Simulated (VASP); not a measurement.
# BP (I-4m2) in VASP: further runs, part 2 of 2

VASP 6.6.1. Earlier steps stand in the parts before.

**4. Single point, PBE (strain -0.080 along x and y, +0.040 along z)**

File INCAR:

```
  PREC = Accurate
  ENCUT = 520
  EDIFF = 1E-7
  ISMEAR = 0
  SIGMA = 0.05
  LREAL = F
  LASPH = T
  NELM = 80
  ALGO = Normal
  ISIF = 2
  LWAVE = F
  LCHARG = F
  GGA = PE
  NBANDS = 11
```

File KPOINTS:

```
regular mesh
0
Gamma
  10 10 10
```

File POSCAR:

```
BP
1.0
    0.0000000000      2.0874800000      2.3597600000
    2.0874800000      0.0000000000      2.3597600000
    2.0874800000      2.0874800000      0.0000000000
B P
1 1
Direct
    0.0000000000      0.0000000000      0.0000000000
    0.7500000000      0.7500000000      0.7500000000
```

Potentials or basis: VASP PAW PBE potentials, release 64 (B, P).

Launch:

```
> cat potpaw_PBE.64/B/POTCAR potpaw_PBE.64/P/POTCAR > POTCAR
> mpirun -np 1 vasp_std > vasp.out
```

OUTCAR:

```text
PREC = Accurate
   ENCUT = 520
   EDIFF = 1E-7
   ISMEAR = 0
   LREAL = F
   LASPH = T
   NELM = 80
   ISIF = 2
   GGA = PE

 ion  position               nearest neighbor table
   1  0.000  0.000  0.000-   2 1.89   2 1.89   2 1.89   2 1.89
   2  0.750  0.750  0.750-   1 1.89   1 1.89   1 1.89   1 1.89

  LATTYP: Found a body centered tetragonal cell.
 ALAT       =     2.9521425272
 C/A-ratio  =     1.5986762009

  Lattice vectors:

 A1 = (  -2.0874800000,   0.0000000000,   2.3597600000)
 A2 = (   2.0874800000,   0.0000000000,   2.3597600000)
 A3 = (   0.0000000000,   2.0874800000,  -2.3597600000)

Analysis of symmetry for initial positions (statically):
=====================================================================
 Subroutine PRICEL returns:
 Original cell was already a primitive cell.

 Routine SETGRP: Setting up the symmetry group for a
 body centered tetragonal supercell.

 Subroutine GETGRP returns: Found  8 space group operations
 (whereof  8 operations were pure point group operations)
 out of a pool of 16 trial point group operations.

The static configuration has the point symmetry D_2d.

Analysis of symmetry for dynamics (positions and initial velocities):
=====================================================================
 Subroutine PRICEL returns:
 Original cell was already a primitive cell.

 Routine SETGRP: Setting up the symmetry group for a
 body centered tetragonal supercell.

 Subroutine GETGRP returns: Found  8 space group operations
 (whereof  8 operations were pure point group operations)
 out of a pool of 16 trial point group operations.

The dynamic configuration has the point symmetry D_2d.

 Subroutine INISYM returns: Found  8 space group operations
 (whereof  8 operations are pure point group operations),
 and found     1 'primitive' translations

----------------------------------------------------------------------------------------

                                     Primitive cell

  volume of cell :      20.5657

  direct lattice vectors                    reciprocal lattice vectors
     0.000000000  2.087480000  2.359760000    -0.239523253  0.239523253  0.211885955
     2.087480000  0.000000000  2.359760000     0.239523253 -0.239523253  0.211885955
     2.087480000  2.087480000  0.000000000     0.239523253  0.239523253 -0.211885955

  length of vectors
     3.150561856  3.150561856  2.952142527     0.399547788  0.399547788  0.399547788

  position of ions in fractional coordinates (direct lattice)
     0.000000000  0.000000000  0.000000000
     0.750000000  0.750000000  0.750000000

  ion indices of the primitive-cell ions
   primitive index   ion index
                 1           1
                 2           2

----------------------------------------------------------------------------------------

 KPOINTS: regular mesh

Automatic generation of k-mesh.
 Grid dimensions read from file:
 generate k-points for:   10   10   10

 Generating k-lattice:

  Cartesian coordinates                     Fractional coordinates (reciprocal lattice)
    -0.023952325  0.023952325  0.021188595     0.100000000  0.000000000  0.000000000
     0.023952325 -0.023952325  0.021188595     0.000000000  0.100000000  0.000000000
     0.023952325  0.023952325 -0.021188595    -0.000000000 -0.000000000  0.100000000

  Length of vectors
     0.039954779  0.039954779  0.039954779

  Shift w.r.t. Gamma in fractional coordinates (k-lattice)
     0.000000000  0.000000000  0.000000000

 Subroutine IBZKPT returns following result:
 ===========================================

 Found    102 irreducible k-points:

 Following reciprocal coordinates:
            Coordinates               Weight
  0.000000  0.000000  0.000000      1.000000
  0.100000  0.000000  0.000000      8.000000
  0.200000  0.000000  0.000000      8.000000
  0.300000  0.000000  0.000000      8.000000
  0.400000  0.000000  0.000000      8.000000
  0.500000 -0.000000  0.000000      4.000000
[... 16 lines left out ...]
  0.300000  0.300000  0.000000      2.000000
  0.400000  0.300000  0.000000      8.000000
 [... further k-points ...]
   k-points           NKPTS =    102   k-points in BZ     NKDIM =    102   number of bands    NBANDS=     11
   number of dos      NEDOS =    301   number of ions     NIONS =      2
   total plane-waves  NPLWV =  13824
   dimension x,y,z NGX =    24 NGY =   24 NGZ =   24
   dimension x,y,z NGXF=    48 NGYF=   48 NGZF=   48
   ions per type =               1   1
   NGX,Y,Z   is equivalent  to a cutoff of  12.66, 12.66, 13.52 a.u.
   NGXF,Y,Z  is equivalent  to a cutoff of  25.33, 25.33, 27.03 a.u.
 SYSTEM =  unknown system
   PREC   = accura    normal or accurate (medium, high low for compatibility)
   ISTART =      0    job   : 0-new  1-cont  2-samecut
   ICHARG =      2    charge: 1-file 2-atom 10-const
   ISPIN  =      1    spin polarized calculation?
   LNONCOLLINEAR =      F non collinear calculations
   LSORBIT =      F    spin-orbit coupling
   LASPH  =      T    aspherical Exc in radial PAW
   ENCUT  =  520.0 eV  38.22 Ry    6.18 a.u.   5.86  5.86  5.49*2*pi/ulx,y,z
   NELM   =     80;   NELMIN=  2; NELMDL= -5     # of ELM steps
   EDIFF  = 0.1E-06   stopping-criterion for ELM
   LREAL  =      F    real-space projection
   EDIFFG = 0.1E-05   stopping-criterion for IOM
   NSW    =      0    number of steps for IOM
   IBRION =     -1    ionic relax: 0-MD 1-quasi-New 2-CG
   NFREE  =      0    steps in history (QN), initial steepest desc. (CG)
   ISIF   =      2    stress and relaxation
   ISYM   =      2    0-nonsym 1-usesym 2-fastsym
   POTIM  = 0.5000    time-step for ionic-motion
   TEBEG  =    0.0;   TEEND  =   0.0 temperature during run
   PSTRESS=    0.0 pullay stress
   NELECT =       8.0000    total number of electrons
   NUPDOWN=      -1.0000    fix difference up-down
   EMIN   =  10.00;   EMAX   =-10.00  energy-range for DOS
   EFERMI =   0.00;   METHOD = LEGACY
   ISMEAR =     0;   SIGMA  =   0.05  broadening in eV -4-tet -1-fermi 0-gaus
   EFERMI_NEDOS =   21; number of points for ismear=-14 and -15
   IALGO  =     38    algorithm
   IMIX   =      4    mixing-type and parameters
     AMIX     =   0.40;   BMIX     =  1.00
     AMIX_MAG =   1.60;   BMIX_MAG =  1.00
  volume/ion in A,a.u.               =      10.28        69.39
  Fermi-wavevector in a.u.,A,eV,Ry     =   1.195063  2.258341 19.431496  1.428175
  Thomas-Fermi vector in A             =   2.331037
   LORBIT       =      0    0 simple, 1 ext, 2 COOP (PROOUT), +10 PAW based schemes
   GGA     = PE    functional components
   LHFCALC =     F    Hartree Fock is set to
   AEXX    =    0.0000 exact exchange contribution
   IVDW    =     0    specifies the selected vdW correction
   LEPSILON=     F    determine dielectric tensor
   LRPA    =     F    only Hartree local field effects (RPA)
 non-spin polarized calculation
 Gauss-broadening in eV      SIGMA  =   0.05
  energy-cutoff  :      520.00
  volume of cell :       20.57
 maximum number of plane-waves:       572
   NGX = 11   NGY = 11   NGZ = 11

 number of electron       7.9999999 magnetization

 Free energy of the ion-electron system (eV)
  ---------------------------------------------------
  ext. energy  EPLUGINS =         0.00000000
  ---------------------------------------------------
  free energy    TOTEN  =       -12.49059146 eV

  energy without entropy =      -12.49050943  energy(sigma->0) =      -12.49055044

 E-fermi :   9.5707     XC(G=0): -11.4810

 val. band max:        9.5378547139   @ k =   0.0000   0.0000   0.0000
 cond. band min:       9.6185121168   @ k =   0.4000   0.0000   0.4000
 fundamental gap:      0.0806574029
 Fermi energy:         9.5707213561

 k-point     1 :       0.0000    0.0000    0.0000
  band No.  band energies     occupation
      1      -7.6215      2.00000
      2       8.0574      2.00000
      3       9.5379      1.64743
      4       9.5379      1.64743
      5      12.5467      0.00000
      6      12.5467      0.00000
      7      13.1337      0.00000
      8      17.7706      0.00000
      9      19.8762      0.00000
     10      21.5540      0.00000
     11      22.6665      0.00000
[... 309 lines left out ...]
 k-point    24 :       0.4000    0.3000    0.0000
  band No.  band energies     occupation
      1      -4.8005      2.00000
      2       1.6795      2.00000
      3       5.0542      2.00000
      4       6.0631      2.00000
      5      11.7667      0.00000
      6      13.6421      0.00000
      7      19.2145      0.00000
      8      19.4860      0.00000
      9      23.3768      0.00000
     10      25.6775      0.00000
     11      27.1022      0.00000

 [... further k-points ...]

------------------------ aborting loop because EDIFF is reached ----------------------------------------

  FORCE on cell =-STRESS in cart. coord.  units (eV):
  Direction    XX          YY          ZZ          XY          YZ          ZX
  --------------------------------------------------------------------------------------
  -------------------------------------------------------------------------------------
  Total        5.2976906      5.2976906     -0.1445557      0.0000000      0.0000000      0.0000000
  in kB      412.7192232    412.7192232    -11.2616818      0.0000000      0.0000000      0.0000000
  external PRESSURE =     271.3922549 kB  Pullay stress =       0.0000000 kB

 VOLUME and BASIS-vectors are now :
 -----------------------------------------------------------------------------
  energy-cutoff  :      520.00
  volume of cell :       20.57
      direct lattice vectors                 reciprocal lattice vectors
     0.000000000  2.087480000  2.359760000    -0.239523253  0.239523253  0.211885955
     2.087480000  0.000000000  2.359760000     0.239523253 -0.239523253  0.211885955
     2.087480000  2.087480000  0.000000000     0.239523253  0.239523253 -0.211885955

 POSITION                                       TOTAL-FORCE (eV/Angst)
 -----------------------------------------------------------------------------------
      0.00000      0.00000      0.00000        -0.000000     -0.000000     -0.000000
      3.13122      3.13122      3.53964         0.000000      0.000000      0.000000
 -----------------------------------------------------------------------------------
    total drift:                                0.000000      0.000000     -0.000000

  FREE ENERGIE OF THE ION-ELECTRON SYSTEM (eV)
  ---------------------------------------------------
  free  energy   TOTEN  =       -12.4905914593 eV

  energy  without entropy=      -12.4905094293  energy(sigma->0) =      -12.49055044
```

It used 13 s of CPU time on 1 thread of Intel(R) Xeon(R) Platinum 8259CL CPU @ 2.50GHz (Skylake/Cascade Lake), with other jobs on the host.

What came out:

```
Free energy            : -12.4906 eV
Pressure               : 27.1 GPa
Band gap on the k mesh : 0.08 eV, indirect (least direct gap 3.01 eV)
```

Stress tensor (GPa, compression positive):
```
41.27  0.00  0.00
 0.00 41.27  0.00
 0.00  0.00 -1.13
```

Caveat: the cell differs from its parent crystal (strain -0.080 along x and y, +0.040 along z). A k mesh can miss the band edges.

**5. Single point, PBE (strain -0.080 along x and y, +0.080 along z)**

File INCAR:

```
SYSTEM = BP
PREC = Accurate
ENCUT = 520
EDIFF = 1E-7
ISMEAR = 0
SIGMA = 0.05
LREAL = .FALSE.
LASPH = .TRUE.
NELM = 100
ALGO = Normal
ISIF = 2
LWAVE = .FALSE.
LCHARG = .FALSE.
GGA = PE
NBANDS = 11
```

File KPOINTS:

```
regular mesh
0
G
  10 10 10
  0 0 0
```

File POSCAR:

```
BP
1.0
    0.0000000000      2.0874800000      2.4505200000
    2.0874800000      0.0000000000      2.4505200000
    2.0874800000      2.0874800000      0.0000000000
B P
1 1
Direct
    0.0000000000      0.0000000000      0.0000000000
    0.7500000000      0.7500000000      0.7500000000
```

Launch:

```
> cat potpaw_PBE.64/B/POTCAR potpaw_PBE.64/P/POTCAR > POTCAR
> mpirun -np 1 vasp_std > vasp.out
```

It took 21 s on 1 thread of Intel Xeon Platinum 8259CL at 2.50GHz (Skylake/Cascade Lake), shared host; peak memory 0.14 GiB.

Results (log left out):

| Quantity | Value |
| --- | --- |
| Free energy | -12.4400 eV |
| Pressure | 17.8 GPa |
| Band gap on the k mesh | zero (band 4 reaches 9.25 eV, above the bottom of band 5 at 9.09 eV) |

Stress tensor (GPa, compression positive):
```
 36.22   0.00   0.00
  0.00  36.22   0.00
  0.00   0.00 -19.17
```

Levels at points of the mesh, in eV from the Fermi level:
```csv
k point,band 1,band 2,band 3,band 4,band 5,band 6,band 7,band 8,band 9
"(0.00, 0.00, 0.00)",-16.92,-1.92,0.07,0.07,2.82,2.82,3.58,7.04,9.84
"(0.50, 0.00, 0.00)",-13.17,-10.29,-3.67,-1.20,1.59,5.11,5.54,10.10,13.65
"(0.50, 0.50, 0.00)",-12.72,-10.62,-3.75,-3.75,1.77,2.67,12.30,12.30,14.05
"(0.50, 0.00, 0.50)",-10.92,-9.13,-5.72,-5.33,0.06,0.22,9.72,12.75,13.50
```

Caveat: the cell differs from its parent crystal (strain -0.080 along x and y, +0.080 along z).

**6. Overview**

| cell | gap on the mesh (eV) | pressure (GPa) |
| --- | --- | --- |
| a = 3.083, b = 3.083, c = 2.952 Å, angles 61.4, 61.4, 57.2°, 2 atoms | 0.33 | 38.2 |
| a = 3.017, b = 3.017, c = 3.080 Å, angles 59.3, 59.3, 61.4°, 2 atoms | 0.34 | 37.9 |
| a = 3.151, b = 3.151, c = 2.952 Å, angles 62.1, 62.1, 55.9°, 2 atoms | 0.08 | 27.1 |
| a = 3.219, b = 3.219, c = 2.952 Å, angles 62.7, 62.7, 54.6°, 2 atoms | none | 17.8 |

Alike in all rows: task single point; level PBE; potentials or basis VASP PAW PBE potentials, release 64 (B, P); no spin polarisation; k mesh 10 × 10 × 10; cutoff (eV) 520; smearing gaussian 0.05 eV.

Total energies depend on the potentials used, so only differences within one code and one set of settings carry meaning.
